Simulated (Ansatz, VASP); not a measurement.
## ScSi3: VASP beside Ansatz

INCAR

```
PREC = Accurate
ENCUT = 520
EDIFF = 1E-6
ISMEAR = 0
SIGMA = 0.05
LREAL = F
LASPH = T
NELM = 60
ALGO = Normal
ISIF = 2
LWAVE = F
LCHARG = T
GGA = PE
LELF = T
LVHAR = T
NBANDS = 20
```

File KPOINTS:

```
Automatic mesh
0
Gamma
  8 8 8
```

POSCAR

```
ScSi3
1.0
    3.9389380912      0.0000000000      0.0000000000
    0.0000000000      3.9389380912      0.0000000000
    0.0000000000      0.0000000000      3.9389380912
Sc Si
1 3
Direct
    0.0000000000      0.0000000000      0.0000000000
    0.0000000000      0.5000000000      0.5000000000
    0.5000000000      0.5000000000      0.0000000000
    0.5000000000      0.0000000000      0.5000000000
```

Input for Ansatz:

```yaml
crystal:
  lattice:
    - [3.9389380912, 0.0, 0.0]
    - [0.0, 3.9389380912, 0.0]
    - [0.0, 0.0, 3.9389380912]
  atoms:
    - { symbol: Sc, position: [0.0, 0.0, 0.0] }
    - { symbol: Si, position: [0.0, 0.5, 0.5] }
    - { symbol: Si, position: [0.5, 0.5, 0.0] }
    - { symbol: Si, position: [0.5, 0.0, 0.5] }
basis:
  ecutwfc: 420
  ecutrho_ratio: 4
kpoints:
  mp_grid: { grid: [8, 8, 8] }
hamiltonian:
  xc: pbe
scf:
  occupations: { method: gaussian, width: 0.05 }
output:
  forces: true
  stress: true
  eigenvalues: true
```

Alike in both runs: task single point; functional PBE; k mesh 8 × 8 × 8; occupations gaussian, width 0.05 eV; no spin polarisation.

|  | VASP | Ansatz |
| --- | --- | --- |
| version | VASP 6.6.1 | Ansatz 0.2.0 |
| potentials or method | VASP PAW PBE potentials, release 64 (Sc_sv, Si), cutoff 520 eV | scalar-relativistic, plane waves, PAW |
| valence electrons in the cell | 23 | 23 |

```tsv
	VASP	Ansatz	Ansatz less VASP
gap on the k mesh at the Fermi level (eV)	none	none	-
pressure (GPa)	2.2	2.1	-0.14
```

A gap of «none» marks a metal or a gap that the smearing closes.
